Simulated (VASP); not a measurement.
# RbBr (Pm-3m) in VASP: settings compared

Aim: see how the results for RbBr move with the level of theory and the settings. Levels: LDA, PBE, PBEsol, RPBE. Tasks: relaxation of cell and atoms.

Program: VASP 6.6.1. These are calculated values, not measurements. Logs are shortened: lines on timing, memory, paths and dates and some standing lists are left out, and cuts for length are marked.

## (1) The cell of the first run

It takes space group Pm-3m (No. 221, cubic). Conventional cell: a = 4.126 Å, b = 4.126 Å, c = 4.126 Å, α = 90.00°, β = 90.00°, γ = 90.00°. Within 4.7 Å of Rb (site symmetry m-3m) lie 8 Br at 3.57 Å and 6 Rb at 4.13 Å. Br (site symmetry m-3m) has 8 Rb at 3.57 Å and 6 Br at 4.13 Å within 4.7 Å.

## (2) Relaxation of cell and atoms, LDA

File INCAR:

```
PREC = Accurate
ENCUT = 600
EDIFF = 1E-6
ISMEAR = -1
SIGMA = 0.05
LREAL = False
LASPH = True
NELM = 100
ALGO = Normal
ISIF = 3
LWAVE = False
LCHARG = False
GGA = CA
IBRION = 2
NSW = 60
EDIFFG = -0.01
```

File KPOINTS:

```
regular mesh
0
Gamma
  7 7 7
```

File POSCAR:

```
RbBr
1.0
    4.1260773000      0.0000000000      0.0000000000
    0.0000000000      4.1260773000      0.0000000000
    0.0000000000      0.0000000000      4.1260773000
Rb Br
1 1
Direct
    0.0000000000      0.0000000000      0.0000000000
    0.5000000000      0.5000000000      0.5000000000
```

Potentials or basis: VASP PAW LDA potentials, release 64 (Rb_sv, Br).

On the command line:

```bash
cat potpaw_LDA.64/Rb_sv/POTCAR potpaw_LDA.64/Br/POTCAR > POTCAR
mpirun -np 1 vasp_std > vasp.out
```

OUTCAR:

```text
PREC = Accurate
   ENCUT = 600
   EDIFF = 1E-6
   ISMEAR = -1
   LREAL = False
   LASPH = True
   NELM = 100
   ISIF = 3
   GGA = CA
   IBRION = 2
   NSW = 60
   EDIFFG = -0.01

 ion  position               nearest neighbor table
   1  0.000  0.000  0.000-   2 3.57   2 3.57   2 3.57   2 3.57   2 3.57   2 3.57   2 3.57   2 3.57

   2  0.500  0.500  0.500-   1 3.57   1 3.57   1 3.57   1 3.57   1 3.57   1 3.57   1 3.57   1 3.57

  LATTYP: Found a simple cubic cell.
 ALAT       =     4.1260773000

  Lattice vectors:

 A1 = (   4.1260773000,   0.0000000000,   0.0000000000)
 A2 = (   0.0000000000,   4.1260773000,   0.0000000000)
 A3 = (   0.0000000000,   0.0000000000,   4.1260773000)

Analysis of symmetry for initial positions (statically):
=====================================================================
 Subroutine PRICEL returns:
 Original cell was already a primitive cell.

 Routine SETGRP: Setting up the symmetry group for a
 simple cubic supercell.

 Subroutine GETGRP returns: Found 48 space group operations
 (whereof 48 operations were pure point group operations)
 out of a pool of 48 trial point group operations.

The static configuration has the point symmetry O_h .

Analysis of symmetry for dynamics (positions and initial velocities):
=====================================================================
 Subroutine PRICEL returns:
 Original cell was already a primitive cell.

 Routine SETGRP: Setting up the symmetry group for a
 simple cubic supercell.

 Subroutine GETGRP returns: Found 48 space group operations
 (whereof 48 operations were pure point group operations)
 out of a pool of 48 trial point group operations.

The dynamic configuration has the point symmetry O_h .

 Subroutine INISYM returns: Found 48 space group operations
 (whereof 48 operations are pure point group operations),
 and found     1 'primitive' translations

----------------------------------------------------------------------------------------

                                     Primitive cell

  volume of cell :      70.2445

  direct lattice vectors                    reciprocal lattice vectors
     4.126077300  0.000000000  0.000000000     0.242360947  0.000000000  0.000000000
     0.000000000  4.126077300  0.000000000     0.000000000  0.242360947  0.000000000
     0.000000000  0.000000000  4.126077300     0.000000000  0.000000000  0.242360947

  length of vectors
     4.126077300  4.126077300  4.126077300     0.242360947  0.242360947  0.242360947

  position of ions in fractional coordinates (direct lattice)
     0.000000000  0.000000000  0.000000000
     0.500000000  0.500000000  0.500000000

  ion indices of the primitive-cell ions
   primitive index   ion index
                 1           1
                 2           2

----------------------------------------------------------------------------------------

 KPOINTS: regular mesh

Automatic generation of k-mesh.
 Grid dimensions read from file:
 generate k-points for:    7    7    7

 Generating k-lattice:

  Cartesian coordinates                     Fractional coordinates (reciprocal lattice)
     0.034622992  0.000000000  0.000000000     0.142857143  0.000000000  0.000000000
     0.000000000  0.034622992  0.000000000     0.000000000  0.142857143  0.000000000
     0.000000000  0.000000000  0.034622992     0.000000000  0.000000000  0.142857143

  Length of vectors
     0.034622992  0.034622992  0.034622992

  Shift w.r.t. Gamma in fractional coordinates (k-lattice)
     0.000000000  0.000000000  0.000000000

 Subroutine IBZKPT returns following result:
 ===========================================

 Found     20 irreducible k-points:

 Following reciprocal coordinates:
            Coordinates               Weight
  0.000000  0.000000  0.000000      1.000000
  0.142857  0.000000  0.000000      6.000000
  0.285714  0.000000  0.000000      6.000000
  0.428571  0.000000  0.000000      6.000000
  0.142857  0.142857  0.000000     12.000000
  0.285714  0.142857  0.000000     24.000000
[... 12 lines left out ...]
  0.428571  0.428571  0.285714     24.000000
  0.428571  0.428571  0.428571      8.000000
   k-points           NKPTS =     20   k-points in BZ     NKDIM =     20   number of bands    NBANDS=     12
   number of dos      NEDOS =    301   number of ions     NIONS =      2
   total plane-waves  NPLWV =  46656
   dimension x,y,z NGX =    36 NGY =   36 NGZ =   36
   dimension x,y,z NGXF=    72 NGYF=   72 NGZF=   72
   ions per type =               1   1
   NGX,Y,Z   is equivalent  to a cutoff of  14.50, 14.50, 14.50 a.u.
   NGXF,Y,Z  is equivalent  to a cutoff of  29.01, 29.01, 29.01 a.u.
 SYSTEM =  unknown system
   PREC   = accura    normal or accurate (medium, high low for compatibility)
   ISTART =      0    job   : 0-new  1-cont  2-samecut
   ICHARG =      2    charge: 1-file 2-atom 10-const
   ISPIN  =      1    spin polarized calculation?
   LNONCOLLINEAR =      F non collinear calculations
   LSORBIT =      F    spin-orbit coupling
   LASPH  =      T    aspherical Exc in radial PAW
   ENCUT  =  600.0 eV  44.10 Ry    6.64 a.u.   8.24  8.24  8.24*2*pi/ulx,y,z
   NELM   =    100;   NELMIN=  2; NELMDL= -5     # of ELM steps
   EDIFF  = 0.1E-05   stopping-criterion for ELM
   LREAL  =      F    real-space projection
   EDIFFG = -.1E-01   stopping-criterion for IOM
   NSW    =     60    number of steps for IOM
   IBRION =      2    ionic relax: 0-MD 1-quasi-New 2-CG
   NFREE  =      1    steps in history (QN), initial steepest desc. (CG)
   ISIF   =      3    stress and relaxation
   ISYM   =      2    0-nonsym 1-usesym 2-fastsym
   POTIM  = 0.5000    time-step for ionic-motion
   TEBEG  =    0.0;   TEEND  =   0.0 temperature during run
   PSTRESS=    0.0 pullay stress
   NELECT =      16.0000    total number of electrons
   NUPDOWN=      -1.0000    fix difference up-down
   EMIN   =  10.00;   EMAX   =-10.00  energy-range for DOS
   EFERMI =   0.00;   METHOD = LEGACY
   ISMEAR =    -1;   SIGMA  =   0.05  broadening in eV -4-tet -1-fermi 0-gaus
   EFERMI_NEDOS =   21; number of points for ismear=-14 and -15
   IALGO  =     38    algorithm
   IMIX   =      4    mixing-type and parameters
     AMIX     =   0.40;   BMIX     =  1.00
     AMIX_MAG =   1.60;   BMIX_MAG =  1.00
  volume/ion in A,a.u.               =      35.12       237.02
  Fermi-wavevector in a.u.,A,eV,Ry     =   0.999795  1.889338 13.600238  0.999589
  Thomas-Fermi vector in A             =   2.132108
   LORBIT       =      0    0 simple, 1 ext, 2 COOP (PROOUT), +10 PAW based schemes
   GGA     = CA    functional components
   LHFCALC =     F    Hartree Fock is set to
   AEXX    =    0.0000 exact exchange contribution
   IVDW    =     0    specifies the selected vdW correction
   LEPSILON=     F    determine dielectric tensor
   LRPA    =     F    only Hartree local field effects (RPA)
 conjugate gradient relaxation of ions
 non-spin polarized calculation
  energy-cutoff  :      600.00
  volume of cell :       70.24
 maximum number of plane-waves:      2363
 NGX is ok and might be reduce to    36
   NGX = 17   NGY = 17   NGZ = 17

--------------------------------------- Ionic step        1  -------------------------------------------

 number of electron      16.0000001 magnetization

 Free energy of the ion-electron system (eV)
  ---------------------------------------------------
  ext. energy  EPLUGINS =         0.00000000
  ---------------------------------------------------
  free energy    TOTEN  =        -6.66867741 eV

  energy without entropy =       -6.66867741  energy(sigma->0) =       -6.66867741

------------------------ aborting loop because EDIFF is reached ----------------------------------------

  FORCE on cell =-STRESS in cart. coord.  units (eV):
  Direction    XX          YY          ZZ          XY          YZ          ZX
  --------------------------------------------------------------------------------------
  -------------------------------------------------------------------------------------
  Total       -0.8480739     -0.8480739     -0.8480739     -0.0000000     -0.0000000      0.0000000
  in kB      -19.3433736    -19.3433736    -19.3433736     -0.0000000     -0.0000000      0.0000000
  external PRESSURE =     -19.3433736 kB  Pullay stress =       0.0000000 kB

 VOLUME and BASIS-vectors are now :
 -----------------------------------------------------------------------------
  energy-cutoff  :      600.00
  volume of cell :       70.24
      direct lattice vectors                 reciprocal lattice vectors
     4.126077300  0.000000000  0.000000000     0.242360947  0.000000000  0.000000000
     0.000000000  4.126077300  0.000000000     0.000000000  0.242360947  0.000000000
     0.000000000  0.000000000  4.126077300     0.000000000  0.000000000  0.242360947

 POSITION                                       TOTAL-FORCE (eV/Angst)
 -----------------------------------------------------------------------------------
      0.00000      0.00000      0.00000         0.000000      0.000000      0.000000
      2.06304      2.06304      2.06304         0.000000      0.000000      0.000000
 -----------------------------------------------------------------------------------
    total drift:                                0.000000      0.000000      0.000000

  FREE ENERGIE OF THE ION-ELECTRON SYSTEM (eV)
  ---------------------------------------------------
  free  energy   TOTEN  =        -6.6686774148 eV
[... 53 lines left out ...]
 VOLUME and BASIS-vectors are now :
 -----------------------------------------------------------------------------
  energy-cutoff  :      600.00
  volume of cell :       62.99
      direct lattice vectors                 reciprocal lattice vectors
     3.978898486 -0.000000000  0.000000000     0.251325839  0.000000000 -0.000000000
    -0.000000000  3.978898486 -0.000000000     0.000000000  0.251325839  0.000000000
     0.000000000 -0.000000000  3.978898486    -0.000000000  0.000000000  0.251325839

 POSITION                                       TOTAL-FORCE (eV/Angst)
 -----------------------------------------------------------------------------------
      0.00000      0.00000      0.00000         0.000000      0.000000      0.000000
      1.98945      1.98945      1.98945        -0.000000     -0.000000      0.000000
 -----------------------------------------------------------------------------------
    total drift:                                0.000000      0.000000      0.000000

  FREE ENERGIE OF THE ION-ELECTRON SYSTEM (eV)
  ---------------------------------------------------
  free  energy   TOTEN  =        -6.7200261068 eV

  energy  without entropy=       -6.7200261068  energy(sigma->0) =       -6.72002611

--------------------------------------- Ionic step        4  -------------------------------------------

 number of electron      15.9999999 magnetization

 Free energy of the ion-electron system (eV)
  ---------------------------------------------------
  ext. energy  EPLUGINS =         0.00000000
  ---------------------------------------------------
  free energy    TOTEN  =        -6.72015005 eV

  energy without entropy =       -6.72015005  energy(sigma->0) =       -6.72015005

 E-fermi :   0.8550     XC(G=0):  -8.8915

 val. band max:       -0.2769606576   @ k =   0.4286   0.4286   0.0000
 cond. band min:       3.8700150836   @ k =   0.0000   0.0000   0.0000
 fundamental gap:      4.1469757412
 Fermi energy:         0.8550349903

 k-point     1 :       0.0000    0.0000    0.0000
  band No.  band energies     occupation
      1     -25.0627      2.00000
      2     -13.1044      2.00000
      3      -9.0860      2.00000
      4      -9.0860      2.00000
      5      -9.0860      2.00000
      6      -0.4013      2.00000
      7      -0.4013      2.00000
      8      -0.4013      2.00000
      9       3.8700      0.00000
     10       4.8926      0.00000
     11       4.8926      0.00000
     12       9.8665      0.00000

 k-point     2 :       0.1429    0.0000    0.0000
  band No.  band energies     occupation
      1     -25.0559      2.00000
      2     -13.1070      2.00000
      3      -9.1228      2.00000
      4      -9.0714      2.00000
      5      -9.0714      2.00000
      6      -0.9037      2.00000
      7      -0.4283      2.00000
      8      -0.4283      2.00000
      9       4.4476      0.00000
     10       5.0621      0.00000
     11       5.4554      0.00000
     12       9.7471      0.00000
[... 281 lines left out ...]
 VOLUME and BASIS-vectors are now :
 -----------------------------------------------------------------------------
  energy-cutoff  :      600.00
  volume of cell :       62.63
      direct lattice vectors                 reciprocal lattice vectors
     3.971159449 -0.000000000  0.000000000     0.251815625  0.000000000 -0.000000000
    -0.000000000  3.971159449 -0.000000000     0.000000000  0.251815625  0.000000000
     0.000000000 -0.000000000  3.971159449    -0.000000000  0.000000000  0.251815625

 POSITION                                       TOTAL-FORCE (eV/Angst)
 -----------------------------------------------------------------------------------
      0.00000      0.00000      0.00000         0.000000     -0.000000      0.000000
      1.98558      1.98558      1.98558        -0.000000      0.000000      0.000000
 -----------------------------------------------------------------------------------
    total drift:                                0.000000      0.000000      0.000000

  FREE ENERGIE OF THE ION-ELECTRON SYSTEM (eV)
  ---------------------------------------------------
  free  energy   TOTEN  =        -6.7201500496 eV

  energy  without entropy=       -6.7201500495  energy(sigma->0) =       -6.72015005

 reached required accuracy - stopping structural energy minimisation
```

It took 35 s on 1 thread of Intel Xeon Platinum 8259CL at 2.50GHz (Skylake/Cascade Lake), shared host; peak memory 0.19 GiB.

Results:

* Free energy: -6.7202 eV
* Relaxed volume: 31.31 Å³/atom
* Relaxed cell: a = 3.971 Å, b = 3.971 Å, c = 3.971 Å, α = 90.00°, β = 90.00°, γ = 90.00°
* Space group after relaxing (to 0.05 Å): Pm-3m (No. 221)
* Energy gained by relaxing: 25.7 meV/atom
* Ionic steps: 4
* Pressure after relaxing: 0.0 GPa
* Band gap on the k mesh: 4.15 eV, indirect (least direct gap 4.27 eV)

The path:
```csv
step,energy change (eV),largest force (eV/Å),pressure (GPa),volume (Å³)
1,0.0000,0.0000,-1.93,70.24
2,-0.0400,0.0000,-1.03,66.02
3,-0.0513,0.0000,-0.12,62.99
4,-0.0515,0.0000,0.01,62.63
```

Final structure:
```xyz
2
Lattice="3.9712 0.0000 0.0000 0.0000 3.9712 0.0000 0.0000 0.0000 3.9712" Properties=species:S:1:pos:R:3 pbc="T T T"
Rb    0.0000    0.0000    0.0000
Br    1.9856    1.9856    1.9856
```

A k mesh can miss the band edges.

[end of part 1 of 2]
